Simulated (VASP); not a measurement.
# CoO (R-3m) in VASP: notebook

CoO is run at these levels: PBE; tasks: single point.

All numbers are computed with VASP 6.6.1; they aren't measurements. Logs are shortened: lines on timing, memory, paths and dates and some standing lists are left out, and cuts for length are marked.

## Step 1: The cell of the first run

The structure is trigonal, space group R-3m (No. 166). Conventional cell: a = 3.011 Å, b = 3.011 Å, c = 7.320 Å, α = 90.00°, β = 90.00°, γ = 120.00°. Within 2.8 Å of Co (site symmetry -3m) lie 6 O at 2.12 Å. Within 2.8 Å of O (site symmetry -3m) lie 6 Co at 2.12 Å.

## Step 2: Single point, PBE, collinear spin, ferromagnetic start

Contents of INCAR:

```
SYSTEM = CoO
PREC = Accurate
ENCUT = 520
EDIFF = 1E-7
ISMEAR = 0
SIGMA = 0.1
LREAL = .FALSE.
LASPH = .TRUE.
NELM = 150
ALGO = Normal
ISIF = 2
LWAVE = .FALSE.
LCHARG = .FALSE.
ISPIN = 2
MAGMOM = 2.79 0.38
LORBIT = 11
NUPDOWN = 3.0
LMAXMIX = 4
GGA = PE
NBANDS = 18
```

Contents of KPOINTS:

```
Automatic mesh
0
G
  18 18 18
  0 0 0
```

Contents of POSCAR:

```
CoO
1.0
    1.5054695445      0.8691832468      2.4399269062
   -1.5054695445      0.8691832468      2.4399269062
    0.0000000000     -1.7383664936      2.4399269062
Co O
1 1
Direct
    0.0000000000      0.0000000000      0.0000000000
    0.5000000000      0.5000000000      0.5000000000
```

Potentials or basis: VASP PAW PBE potentials, release 64 (Co, O).

Command:

```bash
$ cat potpaw_PBE.64/Co/POTCAR potpaw_PBE.64/O/POTCAR > POTCAR
$ mpirun -np 1 vasp_std > vasp.out
```

OUTCAR:

```text
SYSTEM = CoO
   PREC = Accurate
   ENCUT = 520
   EDIFF = 1E-7
   ISMEAR = 0
   LREAL = .FALSE.
   LASPH = .TRUE.
   NELM = 150
   ISIF = 2
   ISPIN = 2
   LORBIT = 11
   NUPDOWN = 3.0
   GGA = PE

 ion  position               nearest neighbor table
   1  0.000  0.000  0.000-   2 2.12   2 2.12   2 2.12   2 2.12   2 2.12   2 2.12
   2  0.500  0.500  0.500-   1 2.12   1 2.12   1 2.12   1 2.12   1 2.12   1 2.12

  LATTYP: Found a trigonal (rhomboedric) cell.
 ALAT       =     2.9958573687
 COS(alpha) =     0.4949531368

  Lattice vectors:

 A1 = (   1.5054695445,   0.8691832468,   2.4399269062)
 A2 = (  -1.5054695445,   0.8691832468,   2.4399269062)
 A3 = (   0.0000000000,  -1.7383664936,   2.4399269062)

Analysis of symmetry for initial positions (statically):
=====================================================================
 Subroutine PRICEL returns:
 Original cell was already a primitive cell.

 Routine SETGRP: Setting up the symmetry group for a
 trigonal (rhombohedral) supercell.

 Subroutine GETGRP returns: Found 12 space group operations
 (whereof 12 operations were pure point group operations)
 out of a pool of 12 trial point group operations.

The static configuration has the point symmetry D_3d.

Analysis of symmetry for dynamics (positions and initial velocities):
=====================================================================
 Subroutine PRICEL returns:
 Original cell was already a primitive cell.

 Routine SETGRP: Setting up the symmetry group for a
 trigonal (rhombohedral) supercell.

 Subroutine GETGRP returns: Found 12 space group operations
 (whereof 12 operations were pure point group operations)
 out of a pool of 12 trial point group operations.

The dynamic configuration has the point symmetry D_3d.

Analysis of structural, dynamic, and magnetic symmetry:
=====================================================================
 Subroutine PRICEL returns:
 Original cell was already a primitive cell.

 Routine SETGRP: Setting up the symmetry group for a
 trigonal (rhombohedral) supercell.

 Subroutine GETGRP returns: Found 12 space group operations
 (whereof 12 operations were pure point group operations)
 out of a pool of 12 trial point group operations.

The overall configuration has the point symmetry D_3d.

 Subroutine INISYM returns: Found 12 space group operations
 (whereof 12 operations are pure point group operations),
 and found     1 'primitive' translations

----------------------------------------------------------------------------------------

[... 109 lines left out ...]
   IALGO  =     38    algorithm
   IMIX   =      4    mixing-type and parameters
     AMIX     =   0.40;   BMIX     =  1.00
     AMIX_MAG =   1.60;   BMIX_MAG =  1.00
  volume/ion in A,a.u.               =       9.58        64.64
  Fermi-wavevector in a.u.,A,eV,Ry     =   1.508927  2.851458 30.978555  2.276860
  Thomas-Fermi vector in A             =   2.619316
   LORBIT       =     11    0 simple, 1 ext, 2 COOP (PROOUT), +10 PAW based schemes
   GGA     = PE    functional components
   LHFCALC =     F    Hartree Fock is set to
   AEXX    =    0.0000 exact exchange contribution
   IVDW    =     0    specifies the selected vdW correction
   LEPSILON=     F    determine dielectric tensor
   LRPA    =     F    only Hartree local field effects (RPA)
 spin polarized calculation
 Gauss-broadening in eV      SIGMA  =   0.10
  energy-cutoff  :      520.00
  volume of cell :       19.16
 maximum number of plane-waves:       534
   NGX = 11   NGY = 11   NGZ = 11

 number of electron      15.0000005 magnetization       2.9999982

 Free energy of the ion-electron system (eV)
  ---------------------------------------------------
  ext. energy  EPLUGINS =         0.00000000
  ---------------------------------------------------
  free energy    TOTEN  =       -13.05334407 eV

  energy without entropy =      -13.03532690  energy(sigma->0) =      -13.04433549

 E-fermi :   8.0167     XC(G=0): -12.4578

 val. band max:        8.1352777045   @ k =   0.5000   0.5000   0.5000
 cond. band min:       8.0167373827   @ k =  -0.4444   0.3333   0.1111
 fundamental gap:     -0.1185403218
 Fermi energy:         8.6727679757

 spin component 1

 k-point     1 :       0.0000    0.0000    0.0000
  band No.  band energies     occupation
      1     -12.2236      1.00000
      2       4.6975      1.00000
      3       4.6975      1.00000
      4       4.8611      1.00000
      5       4.8611      1.00000
      6       4.8805      1.00000
[... 493 lines left out ...]
     17      35.1333      0.00000
     18      37.0608      0.00000

 [... further k-points ...]

 spin component 2

 k-point     1 :       0.0000    0.0000    0.0000
  band No.  band energies     occupation
      1     -11.6756      1.00000
      2       5.4946      1.00000
      3       5.4946      1.00000
      4       5.5466      1.00000
      5       6.9057      1.00000
      6       6.9057      1.00000
[... 493 lines left out ...]
     17      35.6017      0.00000
     18      37.8425      0.00000

 [... further k-points ...]
[... 5 lines left out ...]
  --------------------------------------------------------------------------------------
  -------------------------------------------------------------------------------------
  Total        0.0691159      0.0691159      0.0129975      0.0000000      0.0000000      0.0000000
  in kB        5.7806574      5.7806574      1.0870718      0.0000000      0.0000000      0.0000000
  external PRESSURE =       4.2161289 kB  Pullay stress =       0.0000000 kB

 VOLUME and BASIS-vectors are now :
 -----------------------------------------------------------------------------
  energy-cutoff  :      520.00
  volume of cell :       19.16
      direct lattice vectors                 reciprocal lattice vectors
     1.505469544  0.869183247  2.439926906     0.332122295  0.191750896  0.136616114
    -1.505469544  0.869183247  2.439926906    -0.332122295  0.191750896  0.136616114
     0.000000000 -1.738366494  2.439926906     0.000000000 -0.383501793  0.136616114

 POSITION                                       TOTAL-FORCE (eV/Angst)
 -----------------------------------------------------------------------------------
      0.00000      0.00000      0.00000         0.000000     -0.000000     -0.000000
      0.00000      0.00000      3.65989        -0.000000      0.000000      0.000000
 -----------------------------------------------------------------------------------
    total drift:                               -0.000000      0.000000     -0.000000

  FREE ENERGIE OF THE ION-ELECTRON SYSTEM (eV)
  ---------------------------------------------------
  free  energy   TOTEN  =       -13.0533440695 eV

  energy  without entropy=      -13.0353269016  energy(sigma->0) =      -13.04433549

 total charge

# of ion       s       p       d       tot
------------------------------------------
    1        0.297   0.363   7.140   7.800
    2        1.555   3.433   0.000   4.988
--------------------------------------------------
tot          1.852   3.796   7.140  12.788

 magnetization (x)

# of ion       s       p       d       tot
------------------------------------------
    1        0.020   0.018   2.580   2.618
    2        0.029   0.300   0.000   0.329
--------------------------------------------------
tot          0.050   0.317   2.580   2.947
```

OSZICAR:

```text
N       E                     dE             d eps       ncg     rms          rms(c)
DAV:   1     0.811671093893E+02    0.81167E+02   -0.67722E+03 43340   0.969E+02
DAV:   2    -0.107032216946E+02   -0.91870E+02   -0.81474E+02 44122   0.226E+02
DAV:   3    -0.156030603488E+02   -0.48998E+01   -0.47921E+01 48186   0.557E+01
DAV:   4    -0.156528173785E+02   -0.49757E-01   -0.49713E-01 51380   0.535E+00
DAV:   5    -0.156539337428E+02   -0.11164E-02   -0.11162E-02 51468   0.798E-01    0.150E+01
DAV:   6    -0.138793569047E+02    0.17746E+01   -0.15834E+01 53996   0.595E+01    0.189E+01
DAV:   7    -0.130697192404E+02    0.80964E+00   -0.47876E+00 51204   0.396E+01    0.827E+00
DAV:   8    -0.130736818318E+02   -0.39626E-02   -0.19451E-01 52610   0.429E+00    0.453E+00
DAV:   9    -0.130521574208E+02    0.21524E-01   -0.53887E-02 65208   0.455E+00    0.968E-01
DAV:  10    -0.130537287241E+02   -0.15713E-02   -0.10439E-02 53736   0.211E+00    0.201E-01
DAV:  11    -0.130532981330E+02    0.43059E-03   -0.37367E-03 59888   0.859E-01    0.760E-02
DAV:  12    -0.130533298645E+02   -0.31732E-04   -0.29468E-04 52850   0.188E-01    0.359E-02
DAV:  13    -0.130533444980E+02   -0.14634E-04   -0.41009E-05 52108   0.561E-02    0.174E-02
DAV:  14    -0.130533440309E+02    0.46716E-06   -0.37110E-06 53734   0.267E-02    0.641E-03
DAV:  15    -0.130533441370E+02   -0.10615E-06   -0.14003E-06 50808   0.102E-02    0.334E-03
DAV:  16    -0.130533440695E+02    0.67529E-07   -0.22663E-07 30126   0.875E-03
   1 F= -.13053344E+02 E0= -.13044335E+02  d E =-.180172E-01  mag=     3.0000
```

Wall time 2.2 min (1 thread of Intel Xeon 6975P-C (Granite Rapids), shared host); peak memory 0.41 GiB.

What came out:

```
Free energy                                           : -13.0533 eV
Pressure                                              : 0.4 GPa
Net moment                                            : 3.00 μB per cell
Site moments                                          : Co +2.62; O +0.33 μB
Valence electrons inside the program's atomic spheres : Co 7.80; O 4.99
```

Caveat: the total moment is fixed, so each spin has its own Fermi level; a cell with one magnetic atom can't hold antiferromagnetic order, which such compounds often take.

## Step 3: Single point, PBE, collinear spin, ferromagnetic start

Contents of INCAR:

```
SYSTEM = CoO
ALGO = Normal
EDIFF = 1E-7
ENCUT = 520
GGA = PE
ISIF = 2
ISMEAR = 0
ISPIN = 2
LASPH = .True.
LCHARG = .True.
LELF = .True.
LMAXMIX = 4
LORBIT = 11
LREAL = .False.
LVHAR = .True.
LWAVE = .False.
MAGMOM = 3.2 0.75
NBANDS = 18
NELM = 150
NUPDOWN = 4.0
PREC = Accurate
SIGMA = 0.1
```

Contents of KPOINTS:

```
k-points
0
Gamma
  18 18 18
  0 0 0
```

POSCAR is that of step 2.

Potentials or basis: VASP PAW PBE potentials, release 64 (Co, O).

Command:

```bash
$ cat potpaw_PBE.64/Co/POTCAR potpaw_PBE.64/O/POTCAR > POTCAR
$ mpirun -np 1 vasp_std > vasp.out
```

Wall time 2.6 min (1 thread of Intel Xeon 6975P-C (Granite Rapids), shared host); peak memory 0.4 GiB.

The run converged. Its results:

| Item | Value |
| --- | --- |
| Free energy | -10.4116 eV |
| Pressure | 24.2 GPa |
| Net moment | 4.00 μB per cell |
| Site moments | Co +3.08; O +0.65 μB |
| Valence electrons inside the program's atomic spheres | Co 7.71; O 4.97 |

Stress tensor (GPa, compression positive):
```
24.39  0.00  0.00
 0.00 24.39  0.00
 0.00  0.00 23.84
```

Caveat: the total moment is fixed, so each spin has its own Fermi level; a cell with one magnetic atom can't hold antiferromagnetic order, which such compounds often take.
